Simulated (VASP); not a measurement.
# CaSe (P-3m1) in VASP: single point with PBE

Aim: the single point of CaSe with PBE.

Everything below comes from runs of VASP 6.6.1. Logs are shortened: lines on timing, memory, paths and dates and some standing lists are left out, and cuts for length are marked.

## 1. The cell of the first run

The structure is trigonal, space group P-3m1 (No. 164). The conventional cell has a = 4.150 Å, b = 4.150 Å, c = 25.064 Å, α = 90.00°, β = 90.00°, γ = 120.00°. Within 3.9 Å of Ca (site symmetry 3m) lie 6 Se at 2.96 Å. Within 3.9 Å of Ca (site symmetry -3m) lie 6 Se at 2.96 Å. Within 4.4 Å of Ca (site symmetry 3m) lie 6 Se at 3.01 Å and 12 Ca at 4.15 to 4.38 Å. Ca (site symmetry 3m) has 6 Se at 3.02 Å and 6 Ca at 4.15 Å within 4.2 Å. Within 3.9 Å of Se (site symmetry 3m) lie 6 Ca at 2.96 Å. Se (site symmetry 3m) has 6 Ca at 2.96 to 3.01 Å and 1 Se at 3.65 Å within 3.9 Å. Within 4.2 Å of Se (site symmetry 3m) lie 6 Ca at 3.01 to 3.02 Å and 8 Se at 3.65 to 4.15 Å. Within 4.2 Å of Se (site symmetry -3m) lie 6 Ca at 3.02 Å and 8 Se at 3.66 to 4.15 Å.

## 2. Single point, PBE

The input, INCAR:

```
PREC     = Accurate       # precision mode
ENCUT    = 520            # plane-wave cutoff, eV
EDIFF    = 1E-6           # SCF threshold, eV
ISMEAR   = 0              # smearing method
SIGMA    = 0.02           # smearing width, eV
LREAL    = F              # projectors in reciprocal space
LASPH    = T              # aspherical terms in the spheres
NELM     = 100            # most SCF steps
ALGO     = Normal         # electronic algorithm
ISIF     = 2              # what is computed and relaxed
LWAVE    = F              # write WAVECAR
LCHARG   = T              # write CHGCAR
GGA      = PE             # functional
LELF     = T              # ELF
LVHAR    = T            
NBANDS   = 69             # bands
```

The input, KPOINTS:

```
Automatic mesh
0
Gamma
  9 9 2
```

The input, POSCAR:

```
CaSe
1.0
    4.1495939643      0.0000000000      0.0000000000
   -2.0747969821      3.5936537885      0.0000000000
    0.0000000000      0.0000000000     25.0644592065
Ca Se
7 7
Direct
    0.0000000000      0.0000000000      0.0042085094
    0.3333333333      0.6666666667      0.1428571429
    0.6666666667      0.3333333333      0.2815057763
    0.0000000000      0.0000000000      0.4236994766
    0.6666666667      0.3333333333      0.5697549945
    0.0000000000      0.0000000000      0.7159592912
    0.6666666667      0.3333333333      0.8620148091
    0.6666666667      0.3333333333      0.0735067510
    0.0000000000      0.0000000000      0.2122075347
    0.3333333333      0.6666666667      0.3510362330
    0.3333333333      0.6666666667      0.4967211317
    0.3333333333      0.6666666667      0.6428571429
    0.3333333333      0.6666666667      0.7889931540
    0.3333333333      0.6666666667      0.9346780528
```

Potentials or basis: VASP PAW PBE potentials, release 64 (Ca_sv, Se).

The run is started by

```sh
cat potpaw_PBE.64/Ca_sv/POTCAR potpaw_PBE.64/Se/POTCAR > POTCAR
mpirun -np 1 vasp_std > vasp.out
```

OUTCAR:

```text
PREC = Accurate
   ENCUT = 520
   EDIFF = 1E-6
   ISMEAR = 0
   LREAL = F
   LASPH = T
   NELM = 100
   ISIF = 2
   GGA = PE

 ion  position               nearest neighbor table
   1  0.000  0.000  0.004-   8 2.96   8 2.96   8 2.96  14 2.96  14 2.96  14 2.96
   2  0.333  0.667  0.143-   9 2.96   9 2.96   9 2.96   8 2.96   8 2.96   8 2.96
   3  0.667  0.333  0.282-   9 2.96   9 2.96   9 2.96  10 2.96  10 2.96  10 2.96
   4  0.000  0.000  0.424-
   5  0.667  0.333  0.570-
   6  0.000  0.000  0.716-
   7  0.667  0.333  0.862-
   8  0.667  0.333  0.074-   1 2.96   1 2.96   1 2.96   2 2.96   2 2.96   2 2.96
   9  0.000  0.000  0.212-   3 2.96   3 2.96   3 2.96   2 2.96   2 2.96   2 2.96
  10  0.333  0.667  0.351-   3 2.96   3 2.96   3 2.96
  11  0.333  0.667  0.497-
  12  0.333  0.667  0.643-
  13  0.333  0.667  0.789-
  14  0.333  0.667  0.935-   1 2.96   1 2.96   1 2.96

  LATTYP: Found a hexagonal cell.
 ALAT       =     4.1495939643
 C/A-ratio  =     6.0402196991

  Lattice vectors:

 A1 = (   4.1495939643,   0.0000000000,   0.0000000000)
 A2 = (  -2.0747969821,   3.5936537885,   0.0000000000)
 A3 = (   0.0000000000,   0.0000000000,  25.0644592065)

Analysis of symmetry for initial positions (statically):
=====================================================================
 Subroutine PRICEL returns:
 Original cell was already a primitive cell.

 Routine SETGRP: Setting up the symmetry group for a
 hexagonal supercell.

 Subroutine GETGRP returns: Found 12 space group operations
 (whereof  6 operations were pure point group operations)
 out of a pool of 24 trial point group operations.

The static configuration has the point symmetry C_3v.
 The point group associated with its full space group is D_3d.

Analysis of symmetry for dynamics (positions and initial velocities):
=====================================================================
 Subroutine PRICEL returns:
 Original cell was already a primitive cell.

 Routine SETGRP: Setting up the symmetry group for a
 hexagonal supercell.

 Subroutine GETGRP returns: Found 12 space group operations
 (whereof  6 operations were pure point group operations)
 out of a pool of 24 trial point group operations.

The dynamic configuration has the point symmetry C_3v.
 The point group associated with its full space group is D_3d.

 Subroutine INISYM returns: Found 12 space group operations
 (whereof  6 operations are pure point group operations),
 and found     1 'primitive' translations

----------------------------------------------------------------------------------------

                                     Primitive cell

  volume of cell :     373.7663

  direct lattice vectors                    reciprocal lattice vectors
     4.149593964  0.000000000  0.000000000     0.240987434  0.139134160  0.000000000
    -2.074796982  3.593653789  0.000000000     0.000000000  0.278268319  0.000000000
     0.000000000  0.000000000 25.064459207     0.000000000  0.000000000  0.039897131

  length of vectors
     4.149593964  4.149593964 25.064459207     0.278268319  0.278268319  0.039897131

  position of ions in fractional coordinates (direct lattice)
     0.000000000  0.000000000  0.004208509
     0.333333333  0.666666667  0.142857143
     0.666666667  0.333333333  0.281505776
     0.000000000  0.000000000  0.423699477
     0.666666667  0.333333333  0.569754995
     0.000000000  0.000000000  0.715959291
     0.666666667  0.333333333  0.862014809
     0.666666667  0.333333333  0.073506751
     0.000000000  0.000000000  0.212207535
     0.333333333  0.666666667  0.351036233
     0.333333333  0.666666667  0.496721132
     0.333333333  0.666666667  0.642857143
     0.333333333  0.666666667  0.788993154
     0.333333333  0.666666667  0.934678053

  ion indices of the primitive-cell ions
   primitive index   ion index
                 1           1
                 2           2
                 3           3
                 4           4
                 5           5
                 6           6
                 7           7
                 8           8
                 9           9
                10          10
                11          11
                12          12
                13          13
                14          14

----------------------------------------------------------------------------------------

 KPOINTS: Automatic mesh

Automatic generation of k-mesh.
 Grid dimensions read from file:
 generate k-points for:    9    9    2

 Generating k-lattice:

  Cartesian coordinates                     Fractional coordinates (reciprocal lattice)
     0.026776382  0.015459351  0.000000000     0.111111111  0.000000000  0.000000000
     0.000000000  0.030918702  0.000000000     0.000000000  0.111111111  0.000000000
     0.000000000  0.000000000  0.019948565     0.000000000  0.000000000  0.500000000

  Length of vectors
     0.030918702  0.030918702  0.019948565

  Shift w.r.t. Gamma in fractional coordinates (k-lattice)
     0.000000000  0.000000000  0.000000000

 Subroutine IBZKPT returns following result:
 ===========================================

 Found     24 irreducible k-points:

 Following reciprocal coordinates:
            Coordinates               Weight
  0.000000  0.000000  0.000000      1.000000
  0.111111  0.000000  0.000000      6.000000
  0.222222  0.000000  0.000000      6.000000
  0.333333  0.000000  0.000000      6.000000
  0.444444  0.000000  0.000000      6.000000
  0.111111  0.111111  0.000000      6.000000
[... 16 lines left out ...]
  0.333333  0.222222  0.500000     12.000000
  0.333333  0.333333  0.500000      2.000000
   k-points           NKPTS =     24   k-points in BZ     NKDIM =     24   number of bands    NBANDS=     69
   number of dos      NEDOS =    301   number of ions     NIONS =     14
   total plane-waves  NPLWV = 196608
   dimension x,y,z NGX =    32 NGY =   32 NGZ =  192
   dimension x,y,z NGXF=    64 NGYF=   64 NGZF=  384
   ions per type =               7   7
   NGX,Y,Z   is equivalent  to a cutoff of  12.82, 12.82, 12.73 a.u.
   NGXF,Y,Z  is equivalent  to a cutoff of  25.64, 25.64, 25.47 a.u.
 SYSTEM =  unknown system
   PREC   = accura    normal or accurate (medium, high low for compatibility)
   ISTART =      0    job   : 0-new  1-cont  2-samecut
   ICHARG =      2    charge: 1-file 2-atom 10-const
   ISPIN  =      1    spin polarized calculation?
   LNONCOLLINEAR =      F non collinear calculations
   LSORBIT =      F    spin-orbit coupling
   LASPH  =      T    aspherical Exc in radial PAW
   ENCUT  =  520.0 eV  38.22 Ry    6.18 a.u.   7.72  7.72 46.60*2*pi/ulx,y,z
   NELM   =    100;   NELMIN=  2; NELMDL= -5     # of ELM steps
   EDIFF  = 0.1E-05   stopping-criterion for ELM
   LREAL  =      F    real-space projection
   EDIFFG = 0.1E-04   stopping-criterion for IOM
   NSW    =      0    number of steps for IOM
   IBRION =     -1    ionic relax: 0-MD 1-quasi-New 2-CG
   NFREE  =      0    steps in history (QN), initial steepest desc. (CG)
   ISIF   =      2    stress and relaxation
   ISYM   =      2    0-nonsym 1-usesym 2-fastsym
   POTIM  = 0.5000    time-step for ionic-motion
   TEBEG  =    0.0;   TEEND  =   0.0 temperature during run
   PSTRESS=    0.0 pullay stress
   NELECT =     112.0000    total number of electrons
   NUPDOWN=      -1.0000    fix difference up-down
   EMIN   =  10.00;   EMAX   =-10.00  energy-range for DOS
   EFERMI =   0.00;   METHOD = LEGACY
   ISMEAR =     0;   SIGMA  =   0.02  broadening in eV -4-tet -1-fermi 0-gaus
   EFERMI_NEDOS =   21; number of points for ismear=-14 and -15
   IALGO  =     38    algorithm
   IMIX   =      4    mixing-type and parameters
     AMIX     =   0.40;   BMIX     =  1.00
     AMIX_MAG =   1.60;   BMIX_MAG =  1.00
  volume/ion in A,a.u.               =      26.70       180.16
  Fermi-wavevector in a.u.,A,eV,Ry     =   1.095504  2.070203 16.328757  1.200130
  Thomas-Fermi vector in A             =   2.231829
   LORBIT       =      0    0 simple, 1 ext, 2 COOP (PROOUT), +10 PAW based schemes
   GGA     = PE    functional components
   LHFCALC =     F    Hartree Fock is set to
   AEXX    =    0.0000 exact exchange contribution
   IVDW    =     0    specifies the selected vdW correction
   LEPSILON=     F    determine dielectric tensor
   LRPA    =     F    only Hartree local field effects (RPA)
 non-spin polarized calculation
 Gauss-broadening in eV      SIGMA  =   0.02
  energy-cutoff  :      520.00
  volume of cell :      373.77
 maximum number of plane-waves:     10123
 NGX is ok and might be reduce to    32
   NGX = 15   NGY = 15   NGZ = 93

 number of electron     112.0000002 magnetization

 Free energy of the ion-electron system (eV)
  ---------------------------------------------------
  ext. energy  EPLUGINS =         0.00000000
  ---------------------------------------------------
  free energy    TOTEN  =       -65.28266095 eV

  energy without entropy =      -65.28266095  energy(sigma->0) =      -65.28266095

 E-fermi :   2.5801     XC(G=0):  -9.0046

 val. band max:        2.4708689001   @ k =   0.0000   0.0000   0.0000
 cond. band min:       4.3020668167   @ k =   0.4444   0.0000   0.0000
 fundamental gap:      1.8311979166
 Fermi energy:         2.5801263855

 k-point     1 :       0.0000    0.0000    0.0000
  band No.  band energies     occupation
      1     -37.7987      2.00000
      2     -37.7969      2.00000
      3     -37.7617      2.00000
      4     -37.7617      2.00000
      5     -37.3644      2.00000
      6     -37.3641      2.00000
[... 60 lines left out ...]
     67       6.3864      0.00000
     68       6.4172      0.00000

 k-point     2 :       0.1111    0.0000    0.0000
  band No.  band energies     occupation
      1     -37.7981      2.00000
      2     -37.7964      2.00000
      3     -37.7612      2.00000
      4     -37.7612      2.00000
      5     -37.3638      2.00000
      6     -37.3635      2.00000
[... 60 lines left out ...]
     67       6.4249      0.00000
     68       6.5325      0.00000

 k-point     3 :       0.2222    0.0000    0.0000
  band No.  band energies     occupation
      1     -37.7966      2.00000
      2     -37.7952      2.00000
      3     -37.7598      2.00000
      4     -37.7598      2.00000
      5     -37.3622      2.00000
      6     -37.3621      2.00000
[... 1480 lines left out ...]
     67       7.3535      0.00000
     68       7.3795      0.00000

 k-point    24 :       0.3333    0.3333    0.5000
  band No.  band energies     occupation
      1     -37.7926      2.00000
      2     -37.7926      2.00000
      3     -37.7565      2.00000
      4     -37.7565      2.00000
      5     -37.3586      2.00000
      6     -37.3586      2.00000
[... 60 lines left out ...]
     67       7.3628      0.00000
     68       7.3828      0.00000
 [bands above 68 left out]

------------------------ aborting loop because EDIFF is reached ----------------------------------------

  FORCE on cell =-STRESS in cart. coord.  units (eV):
  Direction    XX          YY          ZZ          XY          YZ          ZX
  --------------------------------------------------------------------------------------
  -------------------------------------------------------------------------------------
  Total        0.3519001      0.3519001      0.4022276      0.0000000      0.0000000      0.0000000
  in kB        1.5084460      1.5084460      1.7241786      0.0000000      0.0000000      0.0000000
  external PRESSURE =       1.5803569 kB  Pullay stress =       0.0000000 kB

 VOLUME and BASIS-vectors are now :
 -----------------------------------------------------------------------------
  energy-cutoff  :      520.00
  volume of cell :      373.77
      direct lattice vectors                 reciprocal lattice vectors
     4.149593964  0.000000000  0.000000000     0.240987434  0.139134160  0.000000000
    -2.074796982  3.593653789  0.000000000     0.000000000  0.278268319  0.000000000
     0.000000000  0.000000000 25.064459207     0.000000000  0.000000000  0.039897131

 POSITION                                       TOTAL-FORCE (eV/Angst)
 -----------------------------------------------------------------------------------
      0.00000      0.00000      0.10548        -0.000000      0.000000     -0.000459
     -0.00000      2.39577      3.58064         0.000000      0.000000      0.000000
      2.07480      1.19788      7.05579         0.000000      0.000000      0.000459
      0.00000      0.00000     10.61980        -0.000000      0.000000      0.002270
      2.07480      1.19788     14.28060        -0.000000      0.000000      0.003161
      0.00000      0.00000     17.94513         0.000000     -0.000000     -0.003161
      2.07480      1.19788     21.60594         0.000000      0.000000     -0.002270
      2.07480      1.19788      1.84241         0.000000     -0.000000      0.000920
      0.00000      0.00000      5.31887        -0.000000      0.000000     -0.000920
     -0.00000      2.39577      8.79853         0.000000     -0.000000      0.002775
     -0.00000      2.39577     12.45005         0.000000     -0.000000     -0.006028
     -0.00000      2.39577     16.11287        -0.000000      0.000000      0.000000
     -0.00000      2.39577     19.77569        -0.000000      0.000000      0.006028
     -0.00000      2.39577     23.42720        -0.000000      0.000000     -0.002775
 -----------------------------------------------------------------------------------
    total drift:                               -0.000000      0.000000     -0.000060

  FREE ENERGIE OF THE ION-ELECTRON SYSTEM (eV)
  ---------------------------------------------------
  free  energy   TOTEN  =       -65.2826609510 eV

  energy  without entropy=      -65.2826609510  energy(sigma->0) =      -65.28266095
```

It took 9.1 min on 1 thread of Intel Xeon Platinum 8559C (Emerald Rapids), shared host; peak memory 0.72 GiB.

What came out:

| Item | Value |
| --- | --- |
| Free energy | -65.2827 eV |
| Pressure | 0.2 GPa |
| Largest force | 0.006 eV/Å |
| Band gap on the k mesh | 1.83 eV (least direct gap 2.14 eV) |

Forces in eV/Å, atoms in the order of the input:
```
Ca   0.000  0.000  0.000
Ca   0.000  0.000  0.000
Ca   0.000  0.000  0.000
Ca   0.000  0.000  0.002
Ca   0.000  0.000  0.003
Ca   0.000  0.000 -0.003
Ca   0.000  0.000 -0.002
Se   0.000  0.000  0.001
Se   0.000  0.000 -0.001
Se   0.000  0.000  0.003
Se   0.000  0.000 -0.006
Se   0.000  0.000  0.000
Se   0.000  0.000  0.006
Se   0.000  0.000 -0.003
```
